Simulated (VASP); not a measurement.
# Si4Cl (P4/mmm) in VASP: notebook, part 3 of 3

VASP 6.6.1. The steps go on from the part before.

### 5 Relaxation of cell and atoms, PBE

The input, INCAR:

```
PREC = Accurate
ENCUT = 600
EDIFF = 1E-6
ISMEAR = 0
SIGMA = 0.1
LREAL = False
LASPH = True
NELM = 100
ALGO = Normal
ISIF = 3
LWAVE = False
LCHARG = False
GGA = PE
IBRION = 2
NSW = 90
EDIFFG = -0.04
```

The input, KPOINTS:

```
regular mesh
0
Gamma
  4 4 4
```

The input, POSCAR:

```
Si4Cl
1.0
    3.9832266600      0.0000000000      0.0000000000
    0.0000000000      3.9832266600      0.0000000000
    0.0000000000      0.0000000000      6.5975462400
Si Cl
4 1
Direct
    0.5000000000      0.5000000000      0.5000000000
    0.5000000000      0.5000000000      0.0000000000
    0.5000000000      0.5000000000      0.7815463100
    0.5000000000      0.5000000000      0.2184536900
    0.0000000000      0.0000000000      0.0000000000
```

Potentials or basis: VASP PAW PBE potentials, release 64 (Si, Cl).

Started as:

```console
$ cat potpaw_PBE.64/Si/POTCAR potpaw_PBE.64/Cl/POTCAR > POTCAR
$ mpirun -np 1 vasp_std > vasp.out
```

OUTCAR:

```text
PREC = Accurate
   ENCUT = 600
   EDIFF = 1E-6
   ISMEAR = 0
   LREAL = False
   LASPH = True
   NELM = 100
   ISIF = 3
   GGA = PE
   IBRION = 2
   NSW = 90
   EDIFFG = -0.04

 ion  position               nearest neighbor table
   1  0.500  0.500  0.500-   3 1.86   4 1.86
   2  0.500  0.500  0.000-   3 1.44   4 1.44   5 2.82   5 2.82   5 2.82   5 2.82
   3  0.500  0.500  0.782-   2 1.44   1 1.86   4 2.88
   4  0.500  0.500  0.218-   2 1.44   1 1.86   3 2.88
   5  0.000  0.000  0.000-   2 2.82   2 2.82   2 2.82   2 2.82

 -----------------------------------------------------------------------------
|                                                                             |
|           W    W    AA    RRRRR   N    N  II  N    N   GGGG   !!!           |
|           W    W   A  A   R    R  NN   N  II  NN   N  G    G  !!!           |
|           W    W  A    A  R    R  N N  N  II  N N  N  G       !!!           |
|           W WW W  AAAAAA  RRRRR   N  N N  II  N  N N  G  GGG   !            |
|           WW  WW  A    A  R   R   N   NN  II  N   NN  G    G                |
|           W    W  A    A  R    R  N    N  II  N    N   GGGG   !!!           |
|                                                                             |
|     The distance between some ions is very small. Please check the          |
|     nearest-neighbor list in the OUTCAR file.                               |
|     I HOPE YOU KNOW WHAT YOU ARE DOING!                                     |
|                                                                             |
 -----------------------------------------------------------------------------

  LATTYP: Found a simple tetragonal cell.
 ALAT       =     3.9832266600
 C/A-ratio  =     1.6563321154

  Lattice vectors:

 A1 = (   3.9832266600,   0.0000000000,   0.0000000000)
 A2 = (   0.0000000000,   3.9832266600,   0.0000000000)
 A3 = (   0.0000000000,   0.0000000000,   6.5975462400)

Analysis of symmetry for initial positions (statically):
=====================================================================
 Subroutine PRICEL returns:
 Original cell was already a primitive cell.

 Routine SETGRP: Setting up the symmetry group for a
 simple tetragonal supercell.

[... 144 lines left out ...]
   AEXX    =    0.0000 exact exchange contribution
   IVDW    =     0    specifies the selected vdW correction
   LEPSILON=     F    determine dielectric tensor
   LRPA    =     F    only Hartree local field effects (RPA)
 conjugate gradient relaxation of ions
 non-spin polarized calculation
 Gauss-broadening in eV      SIGMA  =   0.10
  energy-cutoff  :      600.00
  volume of cell :      104.68
 maximum number of plane-waves:      3520
 NGX is ok and might be reduce to    32
   NGX = 15   NGY = 15   NGZ = 27

--------------------------------------- Ionic step        1  -------------------------------------------

 number of electron      22.9999999 magnetization

 Free energy of the ion-electron system (eV)
  ---------------------------------------------------
  ext. energy  EPLUGINS =         0.00000000
  ---------------------------------------------------
  free energy    TOTEN  =         9.80276100 eV

  energy without entropy =        9.81325595  energy(sigma->0) =        9.80800848

------------------------ aborting loop because EDIFF is reached ----------------------------------------

  FORCE on cell =-STRESS in cart. coord.  units (eV):
  Direction    XX          YY          ZZ          XY          YZ          ZX
  --------------------------------------------------------------------------------------
  -------------------------------------------------------------------------------------
  Total        3.2804784      3.2804784    190.5912137      0.0000000      0.0000000      0.0000000
  in kB       50.2105850     50.2105850   2917.1648721      0.0000000      0.0000000      0.0000000
  external PRESSURE =    1005.8620140 kB  Pullay stress =       0.0000000 kB
[... 1082 lines left out ...]
      2      -4.5134      2.00000
      3      -4.5134      2.00000
      4      -3.1072      2.00000
      5      -2.9137      2.00000
      6      -0.6447      2.00000
      7      -0.4533      2.00000
      8       0.8016      2.00000
      9       2.4068      2.00000
     10       2.4068      2.00000
     11       3.8952      2.00000
     12       3.8952      2.00000
     13       4.8753      0.37302
     14       5.4201      0.00000
     15       5.4201      0.00000

[... ionic steps 4 to 20 ...]

--------------------------------------- Ionic step       21  -------------------------------------------

 number of electron      22.9999995 magnetization

------------------------ aborting loop because EDIFF is reached ----------------------------------------
[... 73 lines left out ...]
--------------------------------------- Ionic step       23  -------------------------------------------

 number of electron      22.9999995 magnetization

 Free energy of the ion-electron system (eV)
  ---------------------------------------------------
  ext. energy  EPLUGINS =         0.00000000
  ---------------------------------------------------
  free energy    TOTEN  =       -18.70090967 eV

  energy without entropy =      -18.68675238  energy(sigma->0) =      -18.69383103

 E-fermi :   4.5672     XC(G=0):  -9.0068

 val. band max:        4.5419820937   @ k =   0.5000   0.0000   0.5000
 cond. band min:       4.5833884894   @ k =   0.2500   0.2500   0.0000
 fundamental gap:      0.0414063958
 Fermi energy:         4.5671837800
[... 354 lines left out ...]
  FREE ENERGIE OF THE ION-ELECTRON SYSTEM (eV)
  ---------------------------------------------------
  free  energy   TOTEN  =       -18.7009096747 eV

  energy  without entropy=      -18.6867523845  energy(sigma->0) =      -18.69383103

 reached required accuracy - stopping structural energy minimisation
```

OSZICAR:

```text
N       E                     dE             d eps       ncg     rms          rms(c)
DAV:   1     0.136356070779E+03    0.13636E+03   -0.98789E+03   540   0.138E+03
DAV:   2     0.136251275350E+02   -0.12273E+03   -0.12034E+03   722   0.216E+02
DAV:   3     0.490434712199E+01   -0.87208E+01   -0.84175E+01   710   0.582E+01
[... 584 lines left out ...]
DAV:   3    -0.187009488451E+02    0.17646E-03   -0.18124E-03   575   0.246E-01    0.129E-01
DAV:   4    -0.187009389300E+02    0.99150E-05   -0.57387E-05   596   0.539E-02    0.117E-01
DAV:   5    -0.187009183763E+02    0.20554E-04   -0.50397E-05   582   0.409E-02    0.271E-02
DAV:   6    -0.187009106586E+02    0.77177E-05   -0.27401E-05   582   0.293E-02    0.320E-02
DAV:   7    -0.187009096747E+02    0.98398E-06   -0.36133E-06   477   0.117E-02
  23 F= -.18700910E+02 E0= -.18693831E+02  d E =-.148043E-02
```

Run time: 32 min. Hardware: 1 thread of Intel Xeon 8259CL, shared host; peak memory 0.24 GiB.

What came out:

* Free energy: -18.7009 eV
* Relaxed volume: 23.34 Å³/atom
* Relaxed cell: a = 3.472 Å, b = 3.472 Å, c = 9.682 Å, α = 90.00°, β = 90.00°, γ = 90.00°
* Space group after relaxing (to 0.1 Å): P4/mmm (No. 123)
* Pressure after relaxing: -0.1 GPa
* Largest force after relaxing: 0.024 eV/Å
* Band gap on the k mesh: zero (an odd number of electrons rules out a gap without spin polarisation)

Forces on the atoms (eV/Å):
```
Si   0.000  0.000  0.000
Si   0.000  0.000  0.000
Si   0.000  0.000 -0.024
Si   0.000  0.000  0.024
Cl   0.000  0.000  0.000
```

Final structure:
```
Si Cl
1.0
     3.47157    0.00000    0.00000
     0.00000    3.47157    0.00000
     0.00000    0.00000    9.68160
Si Cl
4 1
Direct
  0.50000 0.50000 0.50000
  0.50000 0.50000 0.00000
  0.50000 0.50000 0.26884
  0.50000 0.50000 0.73116
  0.00000 0.00000 0.00000
```

Caveat: the k points lie up to 0.45 Å⁻¹ apart in the final cell, too coarse for converged energies and pressures of a metal; a cell axis changed by over 15 % at a fixed basis, so the end point is rough; an odd number of electrons without spin polarisation forces a metal; a magnetic or distorted state may lie lower.

### 6 Summary

```tsv
task	cell	k mesh	cutoff (eV)	gap on the mesh (eV)	pressure (GPa)	largest force (eV/Å)
single point	a = 3.983, b = 3.983, c = 6.598 Å, 5 atoms, atomic positions A	4 × 4 × 4	520	none	100.6	45.09
single point	a = 3.465, b = 3.465, c = 9.669 Å, 5 atoms, atomic positions B	4 × 4 × 4	520	none	0.0	0.03
single point	a = 3.278, b = 3.278, c = 10.077 Å, 5 atoms, atomic positions C	6 × 6 × 2	520	none	0.0	0.01
relaxation of cell and atoms	relaxed from a = 3.983, b = 3.983, c = 6.598 Å, 5 atoms, atomic positions A	4 × 4 × 4	600	none	-0.1	0.02
```

Alike in all rows: level PBE; potentials or basis VASP PAW PBE potentials, release 64 (Si, Cl); no spin polarisation; smearing gaussian 0.1 eV.

Caveats: some runs use coarse meshes; an odd number of electrons without spin polarisation forces a metal; a magnetic or distorted state may lie lower; atoms lie so close that the PAW spheres overlap strongly, which falsifies energies and pressures (at least some runs); a cell axis changed by over 15 % at a fixed basis, so the end point is rough (at least some runs).

Absolute energies hang on the potentials; compare differences alone.
